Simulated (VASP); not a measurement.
Runs of VASP 6.6.1 on CdS. It takes space group I-4m2 (No. 119, tetragonal). The conventional cell has a = 4.157 Å, b = 4.157 Å, c = 5.585 Å, α = 90.00°, β = 90.00°, γ = 90.00°. Cd (site symmetry -4m2) has 4 S at 2.50 Å within 3.3 Å. S (site symmetry -4m2) has 4 Cd at 2.50 Å within 3.3 Å. 

```tsv
level	potentials or basis	k mesh	cutoff (eV)	smearing	second run	gap on the mesh (eV)	pressure (GPa)
r2SCAN	VASP PAW PBE potentials, release 64 (Cd, S)	8 × 8 × 8	520	gaussian 0.01 eV	-	1.56	3.8
PBE	VASP PAW PBE potentials, release 64 (Cd, S)	8 × 8 × 8	520	fermi-dirac 0.02 eV	-	1.11	(b)
PBE	VASP PAW PBE potentials, release 64 (Cd_sv_GW, S)	8 × 8 × 8	540	fermi-dirac 0.02 eV	valence_matched	1.11	3.7
PBE	VASP PAW PBE potentials, release 64 (Cd, S)	4 × 4 × 4	520	gaussian 0.01 eV	-	1.10	(a)
```

Alike in all rows: task single point; no spin polarisation; cell as given.

Problem. Estimate the missing entries.

Solution. (a) 5.3; (b) 5.1.

Caveats: some runs use coarse meshes; the PAW data sets were made with another functional, which shifts forces and pressure a little (some runs).

A k mesh can miss the band edges, and the runs leave out spin-orbit coupling on Cd.

The runs don't all hold the same shells in valence.
